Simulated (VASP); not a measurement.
Input of a VASP 6.6.1 run:

Contents of INCAR:

```
PREC = Accurate
ENCUT = 880
EDIFF = 1E-6
ISMEAR = 0
SIGMA = 0.1
LREAL = False
LASPH = True
NELM = 120
ALGO = Normal
ISIF = 2
LWAVE = False
LCHARG = True
GGA = PE
LELF = True
LVHAR = True
NBANDS = 18
GGA_COMPAT = False
```

The input KPOINTS:

```
regular mesh
0
Gamma
  6 6 6
```

Contents of POSCAR:

```
LiCu
1.0
    2.7191725700      0.0000000000      0.0000000000
    0.0000000000      2.7191725700      0.0000000000
    0.0000000000      0.0000000000      3.4113225300
Li Cu
1 1
Direct
    0.5000000000      0.5000000000      0.5000000000
    0.0000000000      0.0000000000      0.0000000000
```

Potentials or basis: VASP PAW PBE potentials, release 64 (Li_sv, Cu_sv_GW).

Run with:

```sh
$ cat potpaw_PBE.64/Li_sv/POTCAR potpaw_PBE.64/Cu_sv_GW/POTCAR > POTCAR
$ mpirun -np 1 vasp_std > vasp.out
```

Q: Predict the pressure.

A: 0.8 GPa.

Q: Estimate the band gap on the k mesh.

A: Zero (bands 11 and 12 overlap by 6.45 eV).

Stress tensor (GPa, compression positive):
```
1.01 0.00 0.00
0.00 1.01 0.00
0.00 0.00 0.36
```

Caveat: the k points lie up to 0.39 Å⁻¹ apart, too coarse for converged energies and pressures of a metal.
